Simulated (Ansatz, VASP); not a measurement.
**MgO in VASP and in Ansatz**

```
Mg O
1.0
     2.10217    2.10217    0.00000
    -2.10217    2.10217    0.00000
     0.00000    2.10217    2.10217
Mg O
1 1
Direct
  0.00000 0.00000 0.00000
  0.50000 0.50000 0.00000
```

Change from the starting cell: unstrained.

Alike in both runs: task single point; functional r2SCAN; k mesh 10 × 10 × 10; no spin polarisation.

```csv
,VASP,Ansatz
version,VASP 6.6.1,Ansatz 0.2.0
potentials or method,"VASP PAW PBE potentials, release 64 (Mg_sv, O)","PAW with Ansatz's default frozen-core files, scalar-relativistic"
plane-wave cutoff (eV),920,500
occupations,"gaussian, width 0.01 eV",fixed
valence electrons in the cell,16,16
```

VASP gave:

* gap on the k mesh at the Fermi level (eV): 5.70
* pressure (GPa): 0.5

Q: Which values does Ansatz return?

A: gap on the k mesh at the Fermi level (eV): 5.68; pressure (GPa): 0.0.

VASP's potentials were made for PBE, not for r2SCAN.
